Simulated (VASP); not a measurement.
# RbAl2 (P4/mmm) in VASP: further runs

RbAl2 is run at these levels: PBE; tasks: single point, relaxation of cell and atoms.

All numbers are computed with VASP 6.6.1; they aren't measurements. Logs are shortened: lines on timing, memory, paths and dates and some standing lists are left out, and cuts for length are marked.

### Step 1. The cell of the first run

It takes space group P4/mmm (No. 123, tetragonal). The conventional cell has a = 5.305 Å, b = 5.305 Å, c = 4.817 Å, α = 90.00°, β = 90.00°, γ = 90.00°. Within 5.2 Å of Rb (site symmetry 4/mmm) lie 8 Al at 3.94 Å and 2 Rb at 4.82 Å. Within 3.2 Å of Al (site symmetry 4mm) lie 2 Al at 2.41 Å.

### Step 2. Single point, PBE

INCAR reads:

```
  PREC = Accurate
  ENCUT = 520
  EDIFF = 1E-6
  ISMEAR = 0
  SIGMA = 0.1
  LREAL = False
  LASPH = True
  NELM = 100
  ALGO = Normal
  ISIF = 2
  LWAVE = False
  LCHARG = False
  GGA = PE
  NBANDS = 14
```

KPOINTS reads:

```
Automatic mesh
0
Gamma
  10 10 10
```

POSCAR reads:

```
RbAl2
1.0
    5.3046059322      0.0000000000      0.0000000000
    0.0000000000      5.3046059322      0.0000000000
    0.0000000000      0.0000000000      4.8174991803
Rb Al
1 2
Direct
    0.5000000000      0.5000000000      0.5000000000
    0.0000000000      0.0000000000      0.2501227537
    0.0000000000      0.0000000000      0.7498772463
```

Potentials or basis: VASP PAW PBE potentials, release 64 (Rb_sv, Al).

Command:

```console
$ cat potpaw_PBE.64/Rb_sv/POTCAR potpaw_PBE.64/Al/POTCAR > POTCAR
$ mpirun -np 1 vasp_std > vasp.out
```

OUTCAR:

```text
PREC = Accurate
   ENCUT = 520
   EDIFF = 1E-6
   ISMEAR = 0
   LREAL = False
   LASPH = True
   NELM = 100
   ISIF = 2
   GGA = PE

 ion  position               nearest neighbor table
   1  0.500  0.500  0.500-   2 3.94   3 3.94   2 3.94   3 3.94   2 3.94   3 3.94   2 3.94   3 3.94

   2  0.000  0.000  0.250-   3 2.41   3 2.41   1 3.94   1 3.94   1 3.94   1 3.94
   3  0.000  0.000  0.750-   2 2.41   2 2.41   1 3.94   1 3.94   1 3.94   1 3.94

  LATTYP: Found a simple tetragonal cell.
 ALAT       =     5.3046059322
 C/A-ratio  =     0.9081728675

  Lattice vectors:

 A1 = (   5.3046059322,   0.0000000000,   0.0000000000)
 A2 = (   0.0000000000,   5.3046059322,   0.0000000000)
 A3 = (   0.0000000000,   0.0000000000,   4.8174991803)

Analysis of symmetry for initial positions (statically):
=====================================================================
 Subroutine PRICEL returns:
 Original cell was already a primitive cell.

 Routine SETGRP: Setting up the symmetry group for a
 simple tetragonal supercell.

 Subroutine GETGRP returns: Found 16 space group operations
 (whereof 16 operations were pure point group operations)
 out of a pool of 16 trial point group operations.

The static configuration has the point symmetry D_4h.

Analysis of symmetry for dynamics (positions and initial velocities):
=====================================================================
 Subroutine PRICEL returns:
 Original cell was already a primitive cell.

 Routine SETGRP: Setting up the symmetry group for a
 simple tetragonal supercell.

 Subroutine GETGRP returns: Found 16 space group operations
 (whereof 16 operations were pure point group operations)
 out of a pool of 16 trial point group operations.

The dynamic configuration has the point symmetry D_4h.

 Subroutine INISYM returns: Found 16 space group operations
 (whereof 16 operations are pure point group operations),
 and found     1 'primitive' translations

----------------------------------------------------------------------------------------

                                     Primitive cell

  volume of cell :     135.5589

  direct lattice vectors                    reciprocal lattice vectors
     5.304605932  0.000000000  0.000000000     0.188515417  0.000000000  0.000000000
     0.000000000  5.304605932  0.000000000     0.000000000  0.188515417  0.000000000
     0.000000000  0.000000000  4.817499180     0.000000000  0.000000000  0.207576579

  length of vectors
     5.304605932  5.304605932  4.817499180     0.188515417  0.188515417  0.207576579

  position of ions in fractional coordinates (direct lattice)
     0.500000000  0.500000000  0.500000000
     0.000000000  0.000000000  0.250122754
     0.000000000  0.000000000  0.749877246

  ion indices of the primitive-cell ions
   primitive index   ion index
                 1           1
                 2           2
                 3           3

----------------------------------------------------------------------------------------

 KPOINTS: Automatic mesh

Automatic generation of k-mesh.
 Grid dimensions read from file:
 generate k-points for:   10   10   10

 Generating k-lattice:

  Cartesian coordinates                     Fractional coordinates (reciprocal lattice)
     0.018851542  0.000000000  0.000000000     0.100000000  0.000000000  0.000000000
     0.000000000  0.018851542  0.000000000     0.000000000  0.100000000  0.000000000
     0.000000000  0.000000000  0.020757658     0.000000000  0.000000000  0.100000000

  Length of vectors
     0.018851542  0.018851542  0.020757658

  Shift w.r.t. Gamma in fractional coordinates (k-lattice)
     0.000000000  0.000000000  0.000000000

 Subroutine IBZKPT returns following result:
 ===========================================

 Found    126 irreducible k-points:

 Following reciprocal coordinates:
            Coordinates               Weight
  0.000000  0.000000  0.000000      1.000000
  0.100000  0.000000  0.000000      4.000000
  0.200000  0.000000  0.000000      4.000000
  0.300000  0.000000  0.000000      4.000000
  0.400000  0.000000  0.000000      4.000000
  0.500000  0.000000  0.000000      2.000000
[... 16 lines left out ...]
  0.100000  0.000000  0.100000      8.000000
  0.200000  0.000000  0.100000      8.000000
 [... further k-points ...]
   k-points           NKPTS =    126   k-points in BZ     NKDIM =    126   number of bands    NBANDS=     14
   number of dos      NEDOS =    301   number of ions     NIONS =      3
   total plane-waves  NPLWV =  57600
   dimension x,y,z NGX =    40 NGY =   40 NGZ =   36
   dimension x,y,z NGXF=    80 NGYF=   80 NGZF=   72
   ions per type =               1   2
   NGX,Y,Z   is equivalent  to a cutoff of  12.54, 12.54, 12.42 a.u.
   NGXF,Y,Z  is equivalent  to a cutoff of  25.07, 25.07, 24.85 a.u.
 SYSTEM =  unknown system
   PREC   = accura    normal or accurate (medium, high low for compatibility)
   ISTART =      0    job   : 0-new  1-cont  2-samecut
   ICHARG =      2    charge: 1-file 2-atom 10-const
   ISPIN  =      1    spin polarized calculation?
   LNONCOLLINEAR =      F non collinear calculations
   LSORBIT =      F    spin-orbit coupling
   LASPH  =      T    aspherical Exc in radial PAW
   ENCUT  =  520.0 eV  38.22 Ry    6.18 a.u.   9.86  9.86  8.96*2*pi/ulx,y,z
   NELM   =    100;   NELMIN=  2; NELMDL= -5     # of ELM steps
   EDIFF  = 0.1E-05   stopping-criterion for ELM
   LREAL  =      F    real-space projection
   EDIFFG = 0.1E-04   stopping-criterion for IOM
   NSW    =      0    number of steps for IOM
   IBRION =     -1    ionic relax: 0-MD 1-quasi-New 2-CG
   NFREE  =      0    steps in history (QN), initial steepest desc. (CG)
   ISIF   =      2    stress and relaxation
   ISYM   =      2    0-nonsym 1-usesym 2-fastsym
   POTIM  = 0.5000    time-step for ionic-motion
   TEBEG  =    0.0;   TEEND  =   0.0 temperature during run
   PSTRESS=    0.0 pullay stress
   NELECT =      15.0000    total number of electrons
   NUPDOWN=      -1.0000    fix difference up-down
   EMIN   =  10.00;   EMAX   =-10.00  energy-range for DOS
   EFERMI =   0.00;   METHOD = LEGACY
   ISMEAR =     0;   SIGMA  =   0.10  broadening in eV -4-tet -1-fermi 0-gaus
   EFERMI_NEDOS =   21; number of points for ismear=-14 and -15
   IALGO  =     38    algorithm
   IMIX   =      4    mixing-type and parameters
     AMIX     =   0.40;   BMIX     =  1.00
     AMIX_MAG =   1.60;   BMIX_MAG =  1.00
  volume/ion in A,a.u.               =      45.19       304.93
  Fermi-wavevector in a.u.,A,eV,Ry     =   0.785952  1.485234  8.404595  0.617720
  Thomas-Fermi vector in A             =   1.890392
   LORBIT       =      0    0 simple, 1 ext, 2 COOP (PROOUT), +10 PAW based schemes
   GGA     = PE    functional components
   LHFCALC =     F    Hartree Fock is set to
   AEXX    =    0.0000 exact exchange contribution
   IVDW    =     0    specifies the selected vdW correction
   LEPSILON=     F    determine dielectric tensor
   LRPA    =     F    only Hartree local field effects (RPA)
 non-spin polarized calculation
 Gauss-broadening in eV      SIGMA  =   0.10
  energy-cutoff  :      520.00
  volume of cell :      135.56
 maximum number of plane-waves:      3680
 NGX is ok and might be reduce to    40
   NGX = 19   NGY = 19   NGZ = 17

 number of electron      15.0000000 magnetization

 Free energy of the ion-electron system (eV)
  ---------------------------------------------------
  ext. energy  EPLUGINS =         0.00000000
  ---------------------------------------------------
  free energy    TOTEN  =        -6.49087386 eV

  energy without entropy =       -6.48120991  energy(sigma->0) =       -6.48604188

 E-fermi :   0.8031     XC(G=0):  -6.7317

 val. band max:        0.8007192793   @ k =   0.2000   0.2000   0.4000
 cond. band min:       0.8080672099   @ k =   0.5000   0.5000   0.5000
 fundamental gap:      0.0073479306
 Fermi energy:         0.8030748670

 k-point     1 :       0.0000    0.0000    0.0000
  band No.  band energies     occupation
      1     -26.8154      2.00000
      2     -10.9378      2.00000
      3     -10.8867      2.00000
      4     -10.8867      2.00000
      5      -5.8198      2.00000
      6      -0.5680      2.00000
      7       0.6745      1.93102
      8       0.6745      1.93102
      9       1.2982      0.00000
     10       2.3307      0.00000
     11       2.9928      0.00000
     12       5.3381      0.00000
     13       5.5361      0.00000
     14       5.5361      0.00000

 k-point     2 :       0.1000    0.0000    0.0000
  band No.  band energies     occupation
      1     -26.8153      2.00000
      2     -10.9375      2.00000
      3     -10.8917      2.00000
      4     -10.8862      2.00000
      5      -5.7967      2.00000
      6      -0.5553      2.00000
      7       0.3957      2.00000
      8       0.6580      1.95984
      9       1.3040      0.00000
     10       2.5566      0.00000
     11       3.2044      0.00000
     12       5.3521      0.00000
     13       5.4195      0.00000
     14       5.4836      0.00000

 k-point     3 :       0.2000    0.0000    0.0000
  band No.  band energies     occupation
      1     -26.8151      2.00000
      2     -10.9367      2.00000
      3     -10.9045      2.00000
      4     -10.8847      2.00000
      5      -5.7346      2.00000
      6      -0.5217      2.00000
      7      -0.1097      2.00000
      8       0.6153      1.99207
      9       1.3191      0.00000
     10       2.8785      0.00000
     11       3.8328      0.00000
     12       5.1193      0.00000
     13       5.3585      0.00000
     14       5.4067      0.00000
[... 324 lines left out ...]
 k-point    23 :       0.1000    0.0000    0.1000
  band No.  band energies     occupation
      1     -26.8151      2.00000
      2     -10.9453      2.00000
      3     -10.8908      2.00000
      4     -10.8854      2.00000
      5      -5.7328      2.00000
      6      -1.0642      2.00000
      7       0.4540      2.00000
      8       0.7127      1.79883
      9       1.8931      0.00000
     10       2.6404      0.00000
     11       3.2612      0.00000
     12       4.7968      0.00000
     13       4.9586      0.00000
     14       5.4850      0.00000

 k-point    24 :       0.2000    0.0000    0.1000
  band No.  band energies     occupation
      1     -26.8149      2.00000
      2     -10.9444      2.00000
      3     -10.9035      2.00000
      4     -10.8840      2.00000
      5      -5.6716      2.00000
      6      -1.0315      2.00000
      7      -0.0470      2.00000
      8       0.6714      1.93743
      9       1.9090      0.00000
     10       2.9511      0.00000
     11       3.8955      0.00000
     12       4.4607      0.00000
     13       4.9564      0.00000
     14       5.6934      0.00000

 [... further k-points ...]

------------------------ aborting loop because EDIFF is reached ----------------------------------------

  FORCE on cell =-STRESS in cart. coord.  units (eV):
  Direction    XX          YY          ZZ          XY          YZ          ZX
  --------------------------------------------------------------------------------------
  -------------------------------------------------------------------------------------
  Total        0.0184880      0.0184880     -0.0229635      0.0000000     -0.0000000      0.0000000
  in kB        0.2185109      0.2185109     -0.2714073      0.0000000     -0.0000000      0.0000000
  external PRESSURE =       0.0552048 kB  Pullay stress =       0.0000000 kB

 VOLUME and BASIS-vectors are now :
 -----------------------------------------------------------------------------
  energy-cutoff  :      520.00
  volume of cell :      135.56
      direct lattice vectors                 reciprocal lattice vectors
     5.304605932  0.000000000  0.000000000     0.188515417  0.000000000  0.000000000
     0.000000000  5.304605932  0.000000000     0.000000000  0.188515417  0.000000000
     0.000000000  0.000000000  4.817499180     0.000000000  0.000000000  0.207576579

 POSITION                                       TOTAL-FORCE (eV/Angst)
 -----------------------------------------------------------------------------------
      2.65230      2.65230      2.40875         0.000000      0.000000      0.000000
      0.00000      0.00000      1.20497         0.000000     -0.000000     -0.005252
      0.00000      0.00000      3.61253         0.000000     -0.000000      0.005252
 -----------------------------------------------------------------------------------
    total drift:                                0.000000      0.000000     -0.000000

  FREE ENERGIE OF THE ION-ELECTRON SYSTEM (eV)
  ---------------------------------------------------
  free  energy   TOTEN  =        -6.4908738589 eV

  energy  without entropy=       -6.4812099062  energy(sigma->0) =       -6.48604188
```

It took 2.3 min on 1 thread of Intel Xeon Platinum 8259CL at 2.50GHz (Skylake/Cascade Lake), shared host; peak memory 0.38 GiB.

Results:

- Free energy: -6.4909 eV
- Pressure: 0.0 GPa
- Largest force: 0.005 eV/Å

Forces on the atoms (eV/Å):
```
Rb   0.000  0.000  0.000
Al   0.000  0.000 -0.005
Al   0.000  0.000  0.005
```

Levels at points of the mesh, in eV from the Fermi level:
| k point | band 6 | band 7 | band 8 | band 9 | band 10 | band 11 |
| --- | --- | --- | --- | --- | --- | --- |
| (0.00, 0.00, 0.00) | -1.37 | -0.13 | -0.13 | 0.50 | 1.53 | 2.19 |
| (0.50, 0.00, 0.00) | -1.78 | -1.23 | -0.30 | 0.56 | 3.11 | 3.12 |
| (0.50, 0.50, 0.00) | -1.20 | -1.13 | -1.13 | 0.91 | 1.74 | 3.66 |
| (0.00, 0.00, 0.50) | -4.95 | 1.15 | 1.15 | 1.32 | 1.32 | 3.13 |
| (0.50, 0.00, 0.50) | -4.85 | -0.34 | 0.04 | 0.93 | 1.51 | 3.31 |
| (0.50, 0.50, 0.50) | -4.70 | 0.01 | 0.01 | 0.38 | 0.38 | 3.67 |

(Part 1 of 2 ends here.)
